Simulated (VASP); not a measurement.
# Cl (Cmce) in VASP: a series of runs, part 2 of 2

VASP 6.6.1. Earlier steps stand in the parts before.

**4. Single point, PBE**

This run uses another cell than the first one, of 28.47 Å³/atom.

INCAR reads:

```
SYSTEM = Cl
PREC = Accurate
ENCUT = 520
EDIFF = 1E-6
ISMEAR = 0
SIGMA = 0.01
LREAL = .False.
LASPH = .True.
NELM = 100
ALGO = Normal
ISIF = 2
LWAVE = .False.
LCHARG = .True.
GGA = PE
LELF = .True.
LVHAR = .True.
NBANDS = 22
```

KPOINTS reads:

```
Automatic mesh
0
Gamma
  6 6 4
  0 0 0
```

POSCAR reads:

```
Cl
1.0
    3.1238919815     -2.2348988739      0.0000000000
    3.1238919815      2.2348988739      0.0000000000
    0.0000000000      0.0000000000      8.1548976686
Cl
4
Direct
    0.8700000000      0.1300000000      0.1000000000
    0.6300000000      0.3700000000      0.6000000000
    0.1300000000      0.8700000000      0.9000000000
    0.3700000000      0.6300000000      0.4000000000
```

Potentials or basis: VASP PAW PBE potentials, release 64 (Cl).

Command:

```console
$ cat potpaw_PBE.64/Cl/POTCAR > POTCAR
$ mpirun -np 1 vasp_std > vasp.out
```

OUTCAR:

```text
SYSTEM = Cl
   PREC = Accurate
   ENCUT = 520
   EDIFF = 1E-6
   ISMEAR = 0
   LREAL = .False.
   LASPH = .True.
   NELM = 100
   ISIF = 2
   GGA = PE

 ion  position               nearest neighbor table
   1  0.870  0.130  0.100-   3 2.00
   2  0.630  0.370  0.600-   4 2.00
   3  0.130  0.870  0.900-   1 2.00
   4  0.370  0.630  0.400-   2 2.00

  LATTYP: Found a base centered orthorhombic cell.
 ALAT       =     4.4697977478
 B/A-ratio  =     1.3977777778
 C/A-ratio  =     1.8244444444

  Lattice vectors:

 A1 = (  -3.1238919815,  -2.2348988739,   0.0000000000)
 A2 = (   3.1238919815,  -2.2348988739,   0.0000000000)
 A3 = (   0.0000000000,   0.0000000000,   8.1548976686)

Analysis of symmetry for initial positions (statically):
=====================================================================
 Subroutine PRICEL returns:
 Original cell was already a primitive cell.

 Routine SETGRP: Setting up the symmetry group for a
 base centered orthorhombic supercell.

 Subroutine GETGRP returns: Found  8 space group operations
 (whereof  4 operations were pure point group operations)
 out of a pool of  8 trial point group operations.

The static configuration has the point symmetry C_2h.
 The point group associated with its full space group is D_2h.

Analysis of symmetry for dynamics (positions and initial velocities):
=====================================================================
 Subroutine PRICEL returns:
 Original cell was already a primitive cell.

 Routine SETGRP: Setting up the symmetry group for a
 base centered orthorhombic supercell.

 Subroutine GETGRP returns: Found  8 space group operations
 (whereof  4 operations were pure point group operations)
 out of a pool of  8 trial point group operations.

The dynamic configuration has the point symmetry C_2h.
 The point group associated with its full space group is D_2h.

 Subroutine INISYM returns: Found  8 space group operations
 (whereof  4 operations are pure point group operations),
[... 120 lines left out ...]
     AMIX_MAG =   1.60;   BMIX_MAG =  1.00
  volume/ion in A,a.u.               =      28.47       192.11
  Fermi-wavevector in a.u.,A,eV,Ry     =   1.025636  1.938172 14.312374  1.051930
  Thomas-Fermi vector in A             =   2.159487
   LORBIT       =      0    0 simple, 1 ext, 2 COOP (PROOUT), +10 PAW based schemes
   GGA     = PE    functional components
   LHFCALC =     F    Hartree Fock is set to
   AEXX    =    0.0000 exact exchange contribution
   IVDW    =     0    specifies the selected vdW correction
   LEPSILON=     F    determine dielectric tensor
   LRPA    =     F    only Hartree local field effects (RPA)
 non-spin polarized calculation
 Gauss-broadening in eV      SIGMA  =   0.01
  energy-cutoff  :      520.00
  volume of cell :      113.87
 maximum number of plane-waves:      3092
 NGX is ok and might be reduce to    30
   NGX = 15   NGY = 15   NGZ = 31

 number of electron      28.0000000 magnetization

 Free energy of the ion-electron system (eV)
  ---------------------------------------------------
  ext. energy  EPLUGINS =         0.00000000
  ---------------------------------------------------
  free energy    TOTEN  =        -7.30394898 eV

  energy without entropy =       -7.30394898  energy(sigma->0) =       -7.30394898

 E-fermi :  -0.3990     XC(G=0):  -7.8216

 val. band max:       -0.4491733596   @ k =   0.5000   0.0000   0.5000
 cond. band min:       2.1652540149   @ k =   0.0000   0.0000   0.0000
 fundamental gap:      2.6144273745
 Fermi energy:        -0.3989608676

 k-point     1 :       0.0000    0.0000    0.0000
  band No.  band energies     occupation
      1     -17.1664      2.00000
      2     -16.9558      2.00000
      3     -13.0764      2.00000
      4     -12.5048      2.00000
      5      -5.8283      2.00000
      6      -4.9885      2.00000
[... 589 lines left out ...]
     21       9.8825      0.00000
     22      10.7390      0.00000

 [... further k-points ...]

------------------------ aborting loop because EDIFF is reached ----------------------------------------

  FORCE on cell =-STRESS in cart. coord.  units (eV):
  Direction    XX          YY          ZZ          XY          YZ          ZX
  --------------------------------------------------------------------------------------
  -------------------------------------------------------------------------------------
  Total        0.9530588      0.4688538      0.4245937      0.0000000     -0.0000000      0.0000000
  in kB       13.4099722      6.5969871      5.9742268      0.0000000     -0.0000000      0.0000000
  external PRESSURE =       8.6603954 kB  Pullay stress =       0.0000000 kB

 VOLUME and BASIS-vectors are now :
 -----------------------------------------------------------------------------
  energy-cutoff  :      520.00
  volume of cell :      113.87
      direct lattice vectors                 reciprocal lattice vectors
     3.123891981 -2.234898874  0.000000000     0.160056751 -0.223723769  0.000000000
     3.123891981  2.234898874  0.000000000     0.160056751  0.223723769  0.000000000
     0.000000000  0.000000000  8.154897669     0.000000000  0.000000000  0.122625696

 POSITION                                       TOTAL-FORCE (eV/Angst)
 -----------------------------------------------------------------------------------
      3.12389     -1.65383      0.81549         0.000000     -0.026395      0.115551
      3.12389     -0.58107      4.89294         0.000000      0.026395      0.115551
      3.12389      1.65383      7.33941         0.000000      0.026395     -0.115551
      3.12389      0.58107      3.26196         0.000000     -0.026395     -0.115551
 -----------------------------------------------------------------------------------
    total drift:                                0.000000     -0.000000     -0.000000

  FREE ENERGIE OF THE ION-ELECTRON SYSTEM (eV)
  ---------------------------------------------------
  free  energy   TOTEN  =        -7.3039489807 eV

  energy  without entropy=       -7.3039489807  energy(sigma->0) =       -7.30394898
```

stdout:

```text
POSCAR found type information on POSCAR Cl
 POSCAR found :  1 types and       4 ions
 scaLAPACK will be used
 LDA part: xc-table for (Slater+PW92), standard interpolation
 POSCAR, INCAR and KPOINTS ok, starting setup
 FFT: planning ... GRIDC
 FFT: planning ... GRID_SOFT
 FFT: planning ... GRID
 WAVECAR not read
 entering main loop
```

Wall time 1.8 min (1 thread of Intel Xeon 8259CL, shared host); peak memory 0.25 GiB.

Results:

```yaml
Free_energy: -7.3039 eV
Pressure: 0.9 GPa
Largest_force: 0.119 eV/Å
Band_gap_on_the_k_mesh: 2.61 eV (least direct gap 2.67 eV)
```

Forces in eV/Å, atoms in the order of the input:
```
Cl   0.000 -0.026  0.116
Cl   0.000  0.026  0.116
Cl   0.000  0.026 -0.116
Cl   0.000 -0.026 -0.116
```

Caveat: this functional lacks dispersion, which holds the molecules together, so the pressure and a relaxed volume are unreliable. A k mesh can miss the band edges.

**5. The runs side by side**

```csv
cell,gap on the mesh (eV),pressure (GPa),largest force (eV/Å)
"a = 3.788, b = 3.788, c = 8.042 Å, angles 90.0, 90.0, 71.2°, 4 atoms",2.77,2.2,0.60
"a = 3.815, b = 3.815, c = 8.099 Å, angles 90.0, 90.0, 71.2°, 4 atoms",2.69,1.5,0.34
"a = 3.841, b = 3.841, c = 8.155 Å, angles 90.0, 90.0, 71.2°, 4 atoms",2.61,0.9,0.12
```

Alike in all rows: task single point; level PBE; potentials or basis VASP PAW PBE potentials, release 64 (Cl); no spin polarisation; k mesh 6 × 6 × 4; cutoff (eV) 520; smearing gaussian 0.01 eV.

Caveats: this functional lacks dispersion, which holds the molecules together, so the pressure and a relaxed volume are unreliable.

Total energies depend on the potentials used, so only differences within one code and one set of settings carry meaning.
